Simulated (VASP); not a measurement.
Crystal: Zn3F.

```
Zn F
1.0
     2.78595    0.00000    0.00000
    -1.39298    2.41271    0.00000
     0.00000    0.00000    8.39420
Zn F
3 1
Direct
  0.00000 0.00000 0.00000
  0.66667 0.33333 0.73291
  0.66667 0.33333 0.26709
  0.00000 0.00000 0.50000
```

The cell was built from a structure type or drawn by symmetry, and may not be a known phase.

| Property | Result |
| --- | --- |
| Program | VASP 6.6.1 |
| Task | relaxation of cell and atoms |
| Functional | PBE |
| Potentials or basis | VASP PAW PBE potentials, release 64 (Zn, F) |
| Cutoff | 600 eV |
| k mesh | 6 × 6 × 2 |
| Occupations | gaussian, width 0.1 eV |
| Spin | no spin polarisation |

At the start: pressure -1.9 GPa; volume 14.11 Å³/atom.

Problem. How do energy, volume and symmetry change on relaxing?

Solution. Over 10 steps the energy falls by 86.5 meV/atom and the volume is 14.09 Å³/atom (-0.1 %); space group P-6m2 (No. 187, to 0.1 Å) before and after.

Step by step:
```tsv
step	energy change (eV)	largest force (eV/Å)	pressure (GPa)	volume (Å³)
1	0.0000	1.1843	-1.87	56.42
2	-0.1228	0.8212	0.12	55.09
3	-0.1682	0.2536	3.24	53.59
4	-0.2442	0.0220	1.38	55.15
5	-0.3041	0.3542	-0.17	57.49
6	-0.3336	0.0969	-1.21	57.79
7	-0.3365	0.1582	-1.02	57.73
8	-0.3432	0.1429	0.17	56.57
9	-0.3435	0.1388	0.42	56.33
10	-0.3462	0.0211	0.05	56.38
```

Final structure:
```
CELL_PARAMETERS angstrom
2.70806 0.00000 0.00000
-1.35403 2.34525 0.00000
0.00000 0.00000 8.87672
ATOMIC_POSITIONS crystal
Zn 0.00000 0.00000 0.00000
Zn 0.66667 0.33333 0.70393
Zn 0.66667 0.33333 0.29607
F 0.00000 0.00000 0.50000
```

Caveat: the k points lie up to 0.45 Å⁻¹ apart in the final cell, too coarse for converged energies and pressures of a metal; an odd number of electrons without spin polarisation forces a metal; a magnetic or distorted state may lie lower.
